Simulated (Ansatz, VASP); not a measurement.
**One calculation of Pt, two programs**

Contents of INCAR:

```
PREC = Accurate
ENCUT = 520
EDIFF = 1E-7
ISMEAR = 0
SIGMA = 0.1
LREAL = False
LASPH = True
NELM = 60
ALGO = Normal
ISIF = 2
LWAVE = False
LCHARG = False
GGA = PS
NBANDS = 17
```

Contents of KPOINTS:

```
Automatic mesh
0
Gamma
  15 15 8
```

The input POSCAR:

```
Pt
1.0
    2.9019840887      0.0000000000      0.0000000000
   -1.4509920443      2.5131919421      0.0000000000
    0.0000000000      0.0000000000      4.7499152995
Pt
2
Direct
    0.6666666700      0.3333333300      0.7500000000
    0.3333333300      0.6666666700      0.2500000000
```

Input for Ansatz:

```yaml
crystal:
  lattice:
    - [2.9019840887, 0.0, 0.0]
    - [-1.4509920443, 2.5131919421, 0.0]
    - [0.0, 0.0, 4.7499152995]
  atoms:
    - { symbol: Pt, position: [0.66666667, 0.33333333, 0.75] }
    - { symbol: Pt, position: [0.33333333, 0.66666667, 0.25] }
basis:
  ecutwfc: 420
kpoints:
  mp_grid: { grid: [15, 15, 8] }
hamiltonian:
  xc: pbesol
scf:
  occupations: { method: gaussian, width: 0.1 }
output:
  forces: true
  stress: true
  eigenvalues: true
```

Alike in both runs: task single point; functional PBEsol; k mesh 15 × 15 × 8; occupations gaussian, width 0.1 eV; no spin polarisation.

```csv
,VASP,Ansatz
version,VASP 6.6.1,Ansatz 0.2.0
potentials or method,"VASP PAW PBE potentials, release 64 (Pt), cutoff 520 eV","scalar-relativistic, plane waves, PAW"
valence electrons in the cell,20,36
```

Ansatz gave:

```
gap on the k mesh at the Fermi level (eV)                     : none
pressure (GPa)                                                : -26.4
traceless stress, the component that is largest in VASP (GPa) : 4.13
```

Question: Which values does VASP return?

Answer: gap on the k mesh at the Fermi level (eV): none; pressure (GPa): -26.7; traceless stress, the component that is largest in VASP (GPa): 4.04.

VASP's potentials were made for PBE, not for PBEsol. A gap of «none» marks a metal or a gap that the smearing closes. The functional is the same, so the differences come from potentials, cutoffs and numerics. VASP's potentials hold 20 valence electrons a cell and Ansatz's 36, so a difference there can come from the potentials and not from the codes.

Neither program's run includes spin-orbit coupling.
